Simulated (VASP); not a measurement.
Set up this calculation in VASP 6.6.1, as the native input.

| Property | Result |
| --- | --- |
| Task | single point |
| Functional | PBE |
| Potentials or basis | VASP PAW PBE potentials, release 64 (K_sv) |
| Cutoff | 520 eV |
| k mesh | 3 × 3 × 5 |
| Occupations | gaussian, width 0.1 eV |
| Spin | no spin polarisation |
| Dipole correction | no |
| Further INCAR settings | ALGO = Fast; EDIFF = 1e-06; NBANDS = 16 |

The structure of K lies in POSCAR:

```
K
1.0
   -2.2081090471      2.2081090471      8.0458679461
    2.2081090471     -2.2081090471      8.0458679461
    2.2081090471      2.2081090471     -8.0458679461
K
2
Direct
    0.2500000000      0.7500000000      0.5000000000
    0.5000000000      0.5000000000      0.0000000000
```

These files were run (other wordings do the same):

INCAR

```
SYSTEM = K
PREC = Accurate
ENCUT = 520
EDIFF = 1E-6
ISMEAR = 0
SIGMA = 0.1
LREAL = .False.
LASPH = .True.
NELM = 80
ALGO = Fast
ISIF = 2
LWAVE = .False.
LCHARG = .True.
GGA = PE
LELF = .True.
LVHAR = .True.
NBANDS = 16
```

KPOINTS

```
Automatic mesh
0
Gamma
  3 3 5
  0 0 0
```

Potentials or basis: VASP PAW PBE potentials, release 64 (K_sv).

Launch:

```console
$ cat potpaw_PBE.64/K_sv/POTCAR > POTCAR
$ mpirun -np 1 vasp_std > vasp.out
```

Results of the run:

The pressure is -0.1 GPa and the band gap on the k mesh is zero (bands 9 and 10 overlap by 2.08 eV).

Caveat: the k points lie up to 0.37 Å⁻¹ apart, too coarse for converged energies and pressures of a metal.

Run time: 90 s on 1 thread of Intel(R) Xeon(R) Platinum 8488C (Sapphire Rapids), with other jobs on the host, peak memory 0.53 GiB.
